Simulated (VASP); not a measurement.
# TaN (Fm-3m) in VASP: notebook

The runs below take TaN through electric field gradients, with PBEsol.

Everything below comes from runs of VASP 6.6.1. Logs are shortened: lines on timing, memory, paths and dates and some standing lists are left out, and cuts for length are marked.

**1. The cell of the first run**

The structure is cubic, space group Fm-3m (No. 225). The conventional cell has a = 4.358 Å, b = 4.358 Å, c = 4.358 Å, α = 90.00°, β = 90.00°, γ = 90.00°. Ta (site symmetry m-3m) has 6 N at 2.18 Å within 2.9 Å. Within 2.9 Å of N (site symmetry m-3m) lie 6 Ta at 2.18 Å.

**2. Electric field gradients, PBEsol**

Input file INCAR:

```
  ALGO = Normal
  EDIFF = 1E-8
  ENCUT = 520
  GGA = PS
  GGA_COMPAT = F
  ISIF = 2
  ISMEAR = -1
  LASPH = T
  LCHARG = F
  LEFG = T
  LREAL = F
  LWAVE = F
  NBANDS = 16
  NELM = 120
  PREC = Accurate
  SIGMA = 0.02
```

Input file KPOINTS:

```
k-points
0
Gamma
  9 9 9
```

Input file POSCAR:

```
TaN
1.0
    0.0000000000      2.1790000000      2.1790000000
    2.1790000000      0.0000000000      2.1790000000
    2.1790000000      2.1790000000      0.0000000000
Ta N
1 1
Direct
    0.5000000000      0.5000000000      0.5000000000
    0.0000000000      0.0000000000      0.0000000000
```

Potentials or basis: VASP PAW PBE potentials, release 64 (Ta_sv_GW, N).

Command:

```console
$ cat potpaw_PBE.64/Ta_sv_GW/POTCAR potpaw_PBE.64/N/POTCAR > POTCAR
$ mpirun -np 1 vasp_std > vasp.out
```

OUTCAR:

```text
EDIFF = 1E-8
   ENCUT = 520
   GGA = PS
   ISIF = 2
   ISMEAR = -1
   LASPH = T
   LREAL = F
   NELM = 120
   PREC = Accurate

 ion  position               nearest neighbor table
   1  0.500  0.500  0.500-   2 2.18   2 2.18   2 2.18   2 2.18   2 2.18   2 2.18
   2  0.000  0.000  0.000-   1 2.18   1 2.18   1 2.18   1 2.18   1 2.18   1 2.18

  LATTYP: Found a face centered cubic cell.
 ALAT       =     4.3580000000

  Lattice vectors:

 A1 = (   0.0000000000,   2.1790000000,   2.1790000000)
 A2 = (   2.1790000000,   0.0000000000,   2.1790000000)
 A3 = (   2.1790000000,   2.1790000000,   0.0000000000)

Analysis of symmetry for initial positions (statically):
=====================================================================
 Subroutine PRICEL returns:
 Original cell was already a primitive cell.

 Routine SETGRP: Setting up the symmetry group for a
 face centered cubic supercell.

 Subroutine GETGRP returns: Found 48 space group operations
 (whereof 48 operations were pure point group operations)
 out of a pool of 48 trial point group operations.

The static configuration has the point symmetry O_h .

Analysis of symmetry for dynamics (positions and initial velocities):
=====================================================================
 Subroutine PRICEL returns:
 Original cell was already a primitive cell.

 Routine SETGRP: Setting up the symmetry group for a
 face centered cubic supercell.

 Subroutine GETGRP returns: Found 48 space group operations
 (whereof 48 operations were pure point group operations)
 out of a pool of 48 trial point group operations.

The dynamic configuration has the point symmetry O_h .

 Subroutine INISYM returns: Found 48 space group operations
 (whereof 48 operations are pure point group operations),
 and found     1 'primitive' translations

----------------------------------------------------------------------------------------

                                     Primitive cell

  volume of cell :      20.6920

  direct lattice vectors                    reciprocal lattice vectors
     0.000000000  2.179000000  2.179000000    -0.229463056  0.229463056  0.229463056
     2.179000000  0.000000000  2.179000000     0.229463056 -0.229463056  0.229463056
     2.179000000  2.179000000  0.000000000     0.229463056  0.229463056 -0.229463056

  length of vectors
     3.081571352  3.081571352  3.081571352     0.397441672  0.397441672  0.397441672

  position of ions in fractional coordinates (direct lattice)
     0.500000000  0.500000000  0.500000000
     0.000000000  0.000000000  0.000000000

  ion indices of the primitive-cell ions
   primitive index   ion index
                 1           1
                 2           2

----------------------------------------------------------------------------------------

 KPOINTS: k-points

Automatic generation of k-mesh.
 Grid dimensions read from file:
 generate k-points for:    9    9    9

 Generating k-lattice:

  Cartesian coordinates                     Fractional coordinates (reciprocal lattice)
    -0.025495895  0.025495895  0.025495895     0.111111111  0.000000000  0.000000000
     0.025495895 -0.025495895  0.025495895     0.000000000  0.111111111  0.000000000
     0.025495895  0.025495895 -0.025495895     0.000000000  0.000000000  0.111111111

  Length of vectors
     0.044160186  0.044160186  0.044160186

  Shift w.r.t. Gamma in fractional coordinates (k-lattice)
     0.000000000  0.000000000  0.000000000

 Subroutine IBZKPT returns following result:
 ===========================================

 Found     35 irreducible k-points:

 Following reciprocal coordinates:
            Coordinates               Weight
  0.000000  0.000000  0.000000      1.000000
  0.111111  0.000000  0.000000      8.000000
  0.222222  0.000000  0.000000      8.000000
  0.333333  0.000000  0.000000      8.000000
  0.444444  0.000000  0.000000      8.000000
  0.111111  0.111111  0.000000      6.000000
[... 16 lines left out ...]
 -0.333333  0.333333  0.000000     12.000000
  0.444444  0.444444  0.000000      6.000000
 [... further k-points ...]
   k-points           NKPTS =     35   k-points in BZ     NKDIM =     35   number of bands    NBANDS=     16
   number of dos      NEDOS =    301   number of ions     NIONS =      2
   total plane-waves  NPLWV =  13824
   dimension x,y,z NGX =    24 NGY =   24 NGZ =   24
   dimension x,y,z NGXF=    48 NGYF=   48 NGZF=   48
   ions per type =               1   1
   NGX,Y,Z   is equivalent  to a cutoff of  12.95, 12.95, 12.95 a.u.
   NGXF,Y,Z  is equivalent  to a cutoff of  25.90, 25.90, 25.90 a.u.
 SYSTEM =  unknown system
   PREC   = accura    normal or accurate (medium, high low for compatibility)
   ISTART =      0    job   : 0-new  1-cont  2-samecut
   ICHARG =      2    charge: 1-file 2-atom 10-const
   ISPIN  =      1    spin polarized calculation?
   LNONCOLLINEAR =      F non collinear calculations
   LSORBIT =      F    spin-orbit coupling
   LASPH  =      T    aspherical Exc in radial PAW
   ENCUT  =  520.0 eV  38.22 Ry    6.18 a.u.   5.73  5.73  5.73*2*pi/ulx,y,z
   NELM   =    120;   NELMIN=  2; NELMDL= -5     # of ELM steps
   EDIFF  = 0.1E-07   stopping-criterion for ELM
   LREAL  =      F    real-space projection
   EDIFFG = 0.1E-06   stopping-criterion for IOM
   NSW    =      0    number of steps for IOM
   IBRION =     -1    ionic relax: 0-MD 1-quasi-New 2-CG
   NFREE  =      0    steps in history (QN), initial steepest desc. (CG)
   ISIF   =      2    stress and relaxation
   ISYM   =      2    0-nonsym 1-usesym 2-fastsym
   POTIM  = 0.5000    time-step for ionic-motion
   TEBEG  =    0.0;   TEEND  =   0.0 temperature during run
   PSTRESS=    0.0 pullay stress
   NELECT =      18.0000    total number of electrons
   NUPDOWN=      -1.0000    fix difference up-down
   EMIN   =  10.00;   EMAX   =-10.00  energy-range for DOS
   EFERMI =   0.00;   METHOD = LEGACY
   ISMEAR =    -1;   SIGMA  =   0.02  broadening in eV -4-tet -1-fermi 0-gaus
   EFERMI_NEDOS =   21; number of points for ismear=-14 and -15
   IALGO  =     38    algorithm
   IMIX   =      4    mixing-type and parameters
     AMIX     =   0.40;   BMIX     =  1.00
     AMIX_MAG =   1.60;   BMIX_MAG =  1.00
  volume/ion in A,a.u.               =      10.35        69.82
  Fermi-wavevector in a.u.,A,eV,Ry     =   1.562782  2.953230 33.229345  2.442288
  Thomas-Fermi vector in A             =   2.665650
   LORBIT       =      0    0 simple, 1 ext, 2 COOP (PROOUT), +10 PAW based schemes
   GGA     = PS    functional components
   LHFCALC =     F    Hartree Fock is set to
   AEXX    =    0.0000 exact exchange contribution
   IVDW    =     0    specifies the selected vdW correction
   LEPSILON=     F    determine dielectric tensor
   LRPA    =     F    only Hartree local field effects (RPA)
 non-spin polarized calculation
  energy-cutoff  :      520.00
  volume of cell :       20.69
 maximum number of plane-waves:       568
   NGX = 11   NGY = 11   NGZ = 11

 number of electron      18.0000002 magnetization

 Free energy of the ion-electron system (eV)
  ---------------------------------------------------
  ext. energy  EPLUGINS =         0.00000000
  ---------------------------------------------------
  free energy    TOTEN  =       -25.75397157 eV

  energy without entropy =      -25.75290317  energy(sigma->0) =      -25.75343737

 E-fermi :  13.9608     XC(G=0): -14.1194

 val. band max:       13.8492977270   @ k =  -0.4444   0.2222   0.1111
 cond. band min:      13.9908636869   @ k =  -0.2222   0.2222   0.0000
 fundamental gap:      0.1415659598
 Fermi energy:        13.9608117937

 k-point     1 :       0.0000    0.0000    0.0000
  band No.  band energies     occupation
      1     -55.3890      2.00000
      2     -21.5703      2.00000
      3     -21.5703      2.00000
      4     -21.5703      2.00000
      5      -4.9452      2.00000
      6      10.1954      2.00000
[... 8 lines left out ...]
     15      23.2051      0.00000
     16      38.7411      0.00000
[... 419 lines left out ...]
 k-point    24 :       0.4444    0.4444    0.0000
  band No.  band energies     occupation
      1     -55.3061      2.00000
      2     -22.3585      2.00000
      3     -21.8768      2.00000
      4     -21.8768      2.00000
      5      -3.6329      2.00000
      6       7.1297      2.00000
[... 8 lines left out ...]
     15      23.3942      0.00000
     16      30.2819      0.00000

 [... further k-points ...]

------------------------ aborting loop because EDIFF is reached ----------------------------------------

  FORCE on cell =-STRESS in cart. coord.  units (eV):
  Direction    XX          YY          ZZ          XY          YZ          ZX
  --------------------------------------------------------------------------------------
  -------------------------------------------------------------------------------------
  Total        0.5379560      0.5379560      0.5379560      0.0000000      0.0000000      0.0000000
  in kB       41.6539018     41.6539018     41.6539018      0.0000000      0.0000000      0.0000000
  external PRESSURE =      41.6539018 kB  Pullay stress =       0.0000000 kB

 VOLUME and BASIS-vectors are now :
 -----------------------------------------------------------------------------
  energy-cutoff  :      520.00
  volume of cell :       20.69
      direct lattice vectors                 reciprocal lattice vectors
     0.000000000  2.179000000  2.179000000    -0.229463056  0.229463056  0.229463056
     2.179000000  0.000000000  2.179000000     0.229463056 -0.229463056  0.229463056
     2.179000000  2.179000000  0.000000000     0.229463056  0.229463056 -0.229463056

 POSITION                                       TOTAL-FORCE (eV/Angst)
 -----------------------------------------------------------------------------------
      2.17900      2.17900      2.17900        -0.000000     -0.000000     -0.000000
      0.00000      0.00000      0.00000         0.000000      0.000000      0.000000
 -----------------------------------------------------------------------------------
    total drift:                                0.000000     -0.000000      0.000000

  FREE ENERGIE OF THE ION-ELECTRON SYSTEM (eV)
  ---------------------------------------------------
  free  energy   TOTEN  =       -25.7539715728 eV

  energy  without entropy=      -25.7529031724  energy(sigma->0) =      -25.75343737

 Electric field gradients (V/A^2)
---------------------------------------------------------------------
 ion       V_xx      V_yy      V_zz      V_xy      V_xz      V_yz
---------------------------------------------------------------------
   1      -0.000    -0.000     0.000     0.000     0.000     0.000
   2      -0.000     0.000    -0.000    -0.000    -0.000    -0.000
---------------------------------------------------------------------

 Electric field gradients after diagonalization (V/A^2)
 (convention: |V_zz| > |V_xx| > |V_yy|)
----------------------------------------------------------------------
 ion       V_xx      V_yy      V_zz     asymmetry (V_yy - V_xx)/ V_zz
----------------------------------------------------------------------
   1      -0.000    -0.000     0.000       0.000
   2       0.000     0.000    -0.000       0.000
----------------------------------------------------------------------

           NMR quadrupolar parameters

 Cq : quadrupolar parameter    Cq=e*Q*V_zz/h
 eta: asymmetry parameters     (V_yy - V_xx)/ V_zz
 Q  : nuclear electric quadrupole moment in mb (millibarn)
----------------------------------------------------------------------
 ion       Cq(MHz)       eta       Q (mb)
----------------------------------------------------------------------
   1       0.000       0.000       1.000
   2      -0.000       0.000       1.000
----------------------------------------------------------------------
```

Run time: 19 s. Hardware: 1 thread of Intel Xeon Platinum 8488C (Sapphire Rapids), shared host; peak memory 0.14 GiB.

What came out:

```yaml
Free_energy: -25.7540 eV
Pressure: 4.2 GPa
Band_gap_on_the_k_mesh: zero (band 9 reaches 15.68 eV, above the bottom of band 10 at 11.87 eV)
```

Caveat: without QUAD_EFG the Cq values of the log hold for a quadrupole moment of 1 mb, not for the nuclei; the PAW data sets were made with another functional, which shifts forces and pressure a little; spin-orbit coupling is left out, which moves the levels of the heavy elements.

(Continued in part 2 of 3.)
